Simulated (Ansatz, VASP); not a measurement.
**NaCl: VASP beside Ansatz**

```
Na Cl
1.0
     0.00000    2.82236    2.82236
     2.82236    0.00000    2.82236
     2.82236    2.82236    0.00000
Na Cl
1 1
Direct
  0.00000 0.00000 0.00000
  0.50000 0.50000 0.50000
```

Alike in both runs: functional r2SCAN; k mesh 10 × 10 × 10; occupations fermi-dirac, width 0.02 eV; no spin polarisation.

Ansatz relaxed the structure, and its values are those at the end. VASP's run is a single point on that final structure, the one shown.

|  | VASP | Ansatz |
| --- | --- | --- |
| version | VASP 6.6.1 | Ansatz 0.2.0 |
| potentials or method | VASP PAW PBE potentials, release 64 (Na_pv, Cl), cutoff 520 eV | PAW plane waves |
| valence electrons in the cell | 14 | 16 |

Ansatz gave:

| Property | Result |
| --- | --- |
| gap on the k mesh at the Fermi level (eV) | 5.89 |
| pressure (GPa) | -0.5 |

Question: What did VASP give for the same quantities?

Answer: gap on the k mesh at the Fermi level (eV): 5.91; pressure (GPa): -0.7.

VASP's potentials were made for PBE, not for r2SCAN. With one functional, cell and mesh, what is left measures potentials, basis and numerics. VASP's potentials hold 14 valence electrons a cell and Ansatz's 16, so a difference there can come from the potentials and not from the codes. Ansatz's warnings: stress scf threshold loose.
